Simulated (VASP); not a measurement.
# PbS (Fm-3m) in VASP: notebook, part 3 of 3

VASP 6.6.1.

## (6) Relaxation of cell and atoms, PBE, target pressure 20 GPa, at which the enthalpy is minimised

This run uses another cell than the first one, of 26.09 Å³/atom.

Input file INCAR:

```
SYSTEM = PbS
ALGO = Normal
EDIFF = 1E-7
EDIFFG = -0.01
ENCUT = 500
GGA = PE
GGA_COMPAT = .False.
IBRION = 2
ISIF = 3
ISMEAR = -1
LASPH = .True.
LCHARG = .False.
LREAL = .False.
LWAVE = .False.
NELM = 120
NELMIN = 4
NSW = 80
PREC = Accurate
PSTRESS = 200.0
SIGMA = 0.1
```

Input file KPOINTS:

```
k-points
0
Gamma
  6 6 6
  0 0 0
```

Input file POSCAR:

```
PbS
1.0
    0.0000000000      2.9657500000      2.9657500000
    2.9657500000      0.0000000000      2.9657500000
    2.9657500000      2.9657500000      0.0000000000
Pb S
1 1
Direct
    0.0000000000      0.0000000000      0.0000000000
    0.5000000000      0.5000000000      0.5000000000
```

Potentials or basis: VASP PAW PBE potentials, release 64 (Pb_d, S).

Command:

```console
cat potpaw_PBE.64/Pb_d/POTCAR potpaw_PBE.64/S/POTCAR > POTCAR
mpirun -np 1 vasp_std > vasp.out
```

OUTCAR:

```text
SYSTEM = PbS
   EDIFF = 1E-7
   EDIFFG = -0.01
   ENCUT = 500
   GGA = PE
   IBRION = 2
   ISIF = 3
   ISMEAR = -1
   LASPH = .True.
   LREAL = .False.
   NELM = 120
   NELMIN = 4
   NSW = 80
   PREC = Accurate
   PSTRESS = 200.0

 ion  position               nearest neighbor table
   1  0.000  0.000  0.000-   2 2.97   2 2.97   2 2.97   2 2.97   2 2.97   2 2.97
   2  0.500  0.500  0.500-   1 2.97   1 2.97   1 2.97   1 2.97   1 2.97   1 2.97

  LATTYP: Found a face centered cubic cell.
 ALAT       =     5.9315000000

  Lattice vectors:

 A1 = (   0.0000000000,   2.9657500000,   2.9657500000)
 A2 = (   2.9657500000,   0.0000000000,   2.9657500000)
 A3 = (   2.9657500000,   2.9657500000,   0.0000000000)

Analysis of symmetry for initial positions (statically):
=====================================================================
 Subroutine PRICEL returns:
 Original cell was already a primitive cell.

 Routine SETGRP: Setting up the symmetry group for a
 face centered cubic supercell.

 Subroutine GETGRP returns: Found 48 space group operations
 (whereof 48 operations were pure point group operations)
 out of a pool of 48 trial point group operations.

The static configuration has the point symmetry O_h .

Analysis of symmetry for dynamics (positions and initial velocities):
=====================================================================
 Subroutine PRICEL returns:
 Original cell was already a primitive cell.

 Routine SETGRP: Setting up the symmetry group for a
 face centered cubic supercell.

 Subroutine GETGRP returns: Found 48 space group operations
 (whereof 48 operations were pure point group operations)
 out of a pool of 48 trial point group operations.

The dynamic configuration has the point symmetry O_h .

 Subroutine INISYM returns: Found 48 space group operations
 (whereof 48 operations are pure point group operations),
 and found     1 'primitive' translations

----------------------------------------------------------------------------------------

                                     Primitive cell

  volume of cell :      52.1715

  direct lattice vectors                    reciprocal lattice vectors
     0.000000000  2.965750000  2.965750000    -0.168591419  0.168591419  0.168591419
     2.965750000  0.000000000  2.965750000     0.168591419 -0.168591419  0.168591419
     2.965750000  2.965750000  0.000000000     0.168591419  0.168591419 -0.168591419

  length of vectors
     4.194203873  4.194203873  4.194203873     0.292008903  0.292008903  0.292008903

  position of ions in fractional coordinates (direct lattice)
     0.000000000  0.000000000  0.000000000
     0.500000000  0.500000000  0.500000000

  ion indices of the primitive-cell ions
   primitive index   ion index
                 1           1
                 2           2

----------------------------------------------------------------------------------------

 KPOINTS: k-points

Automatic generation of k-mesh.
 Grid dimensions read from file:
 generate k-points for:    6    6    6

 Generating k-lattice:

  Cartesian coordinates                     Fractional coordinates (reciprocal lattice)
    -0.028098570  0.028098570  0.028098570     0.166666667  0.000000000  0.000000000
     0.028098570 -0.028098570  0.028098570     0.000000000  0.166666667  0.000000000
     0.028098570  0.028098570 -0.028098570     0.000000000  0.000000000  0.166666667

  Length of vectors
     0.048668150  0.048668150  0.048668150

  Shift w.r.t. Gamma in fractional coordinates (k-lattice)
     0.000000000  0.000000000  0.000000000

 Subroutine IBZKPT returns following result:
 ===========================================

 Found     16 irreducible k-points:

 Following reciprocal coordinates:
            Coordinates               Weight
  0.000000  0.000000  0.000000      1.000000
  0.166667  0.000000  0.000000      8.000000
  0.333333  0.000000  0.000000      8.000000
  0.500000  0.000000  0.000000      4.000000
  0.166667  0.166667  0.000000      6.000000
  0.333333  0.166667  0.000000     24.000000
[... 8 lines left out ...]
 -0.333333  0.333333  0.166667     24.000000
 -0.333333  0.500000  0.166667     12.000000
   k-points           NKPTS =     16   k-points in BZ     NKDIM =     16   number of bands    NBANDS=     14
   number of dos      NEDOS =    301   number of ions     NIONS =      2
   total plane-waves  NPLWV =  32768
   dimension x,y,z NGX =    32 NGY =   32 NGZ =   32
   dimension x,y,z NGXF=    64 NGYF=   64 NGZF=   64
   ions per type =               1   1
   NGX,Y,Z   is equivalent  to a cutoff of  12.68, 12.68, 12.68 a.u.
   NGXF,Y,Z  is equivalent  to a cutoff of  25.37, 25.37, 25.37 a.u.
 SYSTEM =  PbS
   PREC   = accura    normal or accurate (medium, high low for compatibility)
   ISTART =      0    job   : 0-new  1-cont  2-samecut
   ICHARG =      2    charge: 1-file 2-atom 10-const
   ISPIN  =      1    spin polarized calculation?
   LNONCOLLINEAR =      F non collinear calculations
   LSORBIT =      F    spin-orbit coupling
   LASPH  =      T    aspherical Exc in radial PAW
   ENCUT  =  500.0 eV  36.75 Ry    6.06 a.u.   7.65  7.65  7.65*2*pi/ulx,y,z
   NELM   =    120;   NELMIN=  4; NELMDL= -5     # of ELM steps
   EDIFF  = 0.1E-06   stopping-criterion for ELM
   LREAL  =      F    real-space projection
   EDIFFG = -.1E-01   stopping-criterion for IOM
   NSW    =     80    number of steps for IOM
   IBRION =      2    ionic relax: 0-MD 1-quasi-New 2-CG
   NFREE  =      1    steps in history (QN), initial steepest desc. (CG)
   ISIF   =      3    stress and relaxation
   ISYM   =      2    0-nonsym 1-usesym 2-fastsym
   POTIM  = 0.5000    time-step for ionic-motion
   TEBEG  =    0.0;   TEEND  =   0.0 temperature during run
   PSTRESS=  200.0 pullay stress
   NELECT =      20.0000    total number of electrons
   NUPDOWN=      -1.0000    fix difference up-down
   EMIN   =  10.00;   EMAX   =-10.00  energy-range for DOS
   EFERMI =   0.00;   METHOD = LEGACY
   ISMEAR =    -1;   SIGMA  =   0.10  broadening in eV -4-tet -1-fermi 0-gaus
   EFERMI_NEDOS =   21; number of points for ismear=-14 and -15
   IALGO  =     38    algorithm
   IMIX   =      4    mixing-type and parameters
     AMIX     =   0.40;   BMIX     =  1.00
     AMIX_MAG =   1.60;   BMIX_MAG =  1.00
  volume/ion in A,a.u.               =      26.09       176.04
  Fermi-wavevector in a.u.,A,eV,Ry     =   1.189251  2.247359 19.242973  1.414319
  Thomas-Fermi vector in A             =   2.325363
   LORBIT       =      0    0 simple, 1 ext, 2 COOP (PROOUT), +10 PAW based schemes
   GGA     = PE    functional components
   LHFCALC =     F    Hartree Fock is set to
   AEXX    =    0.0000 exact exchange contribution
   IVDW    =     0    specifies the selected vdW correction
   LEPSILON=     F    determine dielectric tensor
   LRPA    =     F    only Hartree local field effects (RPA)
 conjugate gradient relaxation of ions
 non-spin polarized calculation
  energy-cutoff  :      500.00
  volume of cell :       52.17
 maximum number of plane-waves:      1363
 NGX is ok and might be reduce to    32
   NGX = 15   NGY = 15   NGZ = 15

--------------------------------------- Ionic step        1  -------------------------------------------

 number of electron      19.9999998 magnetization

 Free energy of the ion-electron system (eV)
  ---------------------------------------------------
  ext. energy  EPLUGINS =         0.00000000
  ---------------------------------------------------
  free energy    TOTEN  =        -8.75860913 eV

  energy without entropy =       -8.75557841  energy(sigma->0) =       -8.75709377

 E-fermi :   6.0018     XC(G=0):  -9.6846

 val. band max:        5.8180884127   @ k =   0.5000   0.0000   0.0000
 cond. band min:       6.1846178830   @ k =   0.5000   0.0000   0.0000
 fundamental gap:      0.3665294702
 Fermi energy:         6.0018284397

 k-point     1 :       0.0000    0.0000    0.0000
  band No.  band energies     occupation
      1     -11.0023      2.00000
      2     -11.0023      2.00000
      3     -11.0023      2.00000
      4     -10.9860      2.00000
      5     -10.9860      2.00000
      6      -7.7804      2.00000
      7      -0.2166      2.00000
      8       3.6435      2.00000
      9       3.6435      2.00000
     10       3.6435      2.00000
     11      11.0346      0.00000
     12      11.0346      0.00000
[... 759 lines left out ...]
  enthalpy is  TOTEN    =        -2.8555588718 eV   P V=        5.3427607171

--------------------------------------- Ionic step        7  -------------------------------------------

 number of electron      20.0000000 magnetization

 Free energy of the ion-electron system (eV)
  ---------------------------------------------------
  ext. energy  EPLUGINS =         0.00000000
  ---------------------------------------------------
  free energy    TOTEN  =        -8.19055296 eV

  energy without entropy =       -8.18906053  energy(sigma->0) =       -8.18980674

 E-fermi :   8.7803     XC(G=0): -10.6684

 val. band max:        8.4792393743   @ k =   0.5000   0.0000   0.0000
 cond. band min:       9.0816098543   @ k =   0.5000   0.0000   0.0000
 fundamental gap:      0.6023704800
 Fermi energy:         8.7802521593

 k-point     1 :       0.0000    0.0000    0.0000
  band No.  band energies     occupation
      1      -8.5879      2.00000
      2      -8.5879      2.00000
      3      -8.5879      2.00000
      4      -8.5806      2.00000
      5      -8.5806      2.00000
      6      -6.9334      2.00000
      7       3.1115      2.00000
      8       5.4386      2.00000
      9       5.4386      2.00000
     10       5.4386      2.00000
     11      14.5442      0.00000
     12      14.5442      0.00000
[... 284 lines left out ...]
  FREE ENERGIE OF THE ION-ELECTRON SYSTEM (eV)
  ---------------------------------------------------
  free  energy   TOTEN  =        -8.1905529570 eV

  energy  without entropy=       -8.1890605287  energy(sigma->0) =       -8.18980674

  enthalpy is  TOTEN    =        -2.8555945611 eV   P V=        5.3349583959

 reached required accuracy - stopping structural energy minimisation
```

Wall time 30 s (1 thread of Intel Xeon 6975P-C (Granite Rapids), shared host); peak memory 0.19 GiB.

Results:

```
Free energy                                                : -8.1906 eV
Relaxed volume                                             : 21.37 Å³/atom
Relaxed cell                                               : a = 3.924 Å, b = 3.924 Å, c = 3.924 Å, α = 60.00°, β = 60.00°, γ = 60.00°
Space group after relaxing (to 0.1 Å)                      : Fm-3m (No. 225)
Energy change on relaxing (the run minimises the enthalpy) : +284.0 meV/atom
Ionic steps                                                : 7
Pressure after relaxing                                    : 20.0 GPa
Band gap on the k mesh                                     : 0.60 eV
```

Step by step:
```csv
step,energy change (eV),largest force (eV/Å),pressure (GPa),volume (Å³)
1,0.0000,0.0000,2.08,52.17
2,3.0502,0.0000,71.90,33.10
3,0.5019,0.0000,18.40,43.29
4,0.5527,0.0000,19.63,42.86
5,0.5743,0.0000,20.15,42.69
6,0.5603,0.0000,19.82,42.80
7,0.5681,0.0000,20.00,42.74
```

Final structure:
```
Pb S
1.0
     0.00000    2.77498    2.77498
     2.77498    0.00000    2.77498
     2.77498    2.77498    0.00000
Pb S
1 1
Direct
  0.00000 0.00000 0.00000
  0.50000 0.50000 0.50000
```

Caveat: the cell is relaxed towards a set pressure, so the run minimises the enthalpy, not the energy; the volume moved by over 15 % at a fixed basis, so the end points are rough; spin-orbit coupling is left out, which moves the levels of the heavy elements. A k mesh can miss the band edges.

## (7) Summary

| task | cell | gap on the mesh (eV) | pressure (GPa) |
| --- | --- | --- | --- |
| single point | a = 4.050 Å, angles 60.0°, 2 atoms | 0.08 | 9.9 |
| single point | a = 4.248 Å, angles 60.0°, 2 atoms | 0.50 | -0.1 |
| relaxation of cell and atoms | relaxed from a = 4.194 Å, angles 60.0°, 2 atoms | 0.49 | 0.0 |
| relaxation of cell and atoms | relaxed to 10 GPa from a = 4.194 Å, angles 60.0°, 2 atoms | 0.09 | 9.9 |
| relaxation of cell and atoms | relaxed to 20 GPa from a = 4.194 Å, angles 60.0°, 2 atoms | 0.60 | 20.0 |

Alike in all rows: level PBE; potentials or basis VASP PAW PBE potentials, release 64 (Pb_d, S); no spin polarisation; k mesh 6 × 6 × 6; cutoff (eV) 500; smearing fermi-dirac 0.1 eV.

Caveats: spin-orbit coupling is left out, which moves the levels of the heavy elements; the cell is relaxed towards a set pressure, so the run minimises the enthalpy, not the energy (at least some runs); the cell stands under pressure (at least some runs); the volume moved by over 15 % at a fixed basis, so the end points are rough (at least some runs).

Absolute energies hang on the potentials; compare differences alone.
